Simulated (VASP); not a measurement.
A run of VASP 6.6.1 is set up as follows.

File INCAR:

```
PREC = Accurate
ENCUT = 500
EDIFF = 1E-6
ISMEAR = 0
SIGMA = 0.05
LREAL = False
LASPH = True
NELM = 120
ALGO = Normal
ISIF = 2
LWAVE = False
LCHARG = False
GGA = PE
NBANDS = 21
GGA_COMPAT = False
```

File KPOINTS:

```
regular mesh
0
Gamma
  14 14 14
```

POSCAR

```
Ge
1.0
    0.0000000000      2.8804373655      2.8804373655
    2.8804373655      0.0000000000      2.8804373655
    2.8804373655      2.8804373655      0.0000000000
Ge
2
Direct
    0.5000000000      0.5000000000      0.5000000000
    0.7500000000      0.7500000000      0.7500000000
```

Potentials or basis: VASP PAW PBE potentials, release 64 (Ge_d).

Command:

```bash
$ cat potpaw_PBE.64/Ge_d/POTCAR > POTCAR
$ mpirun -np 1 vasp_std > vasp.out
```

Problem. Predict the band gap on the k mesh.

Solution. Zero (filled and empty bands touch).

Problem. Predict the pressure.

Solution. -0.2 GPa.
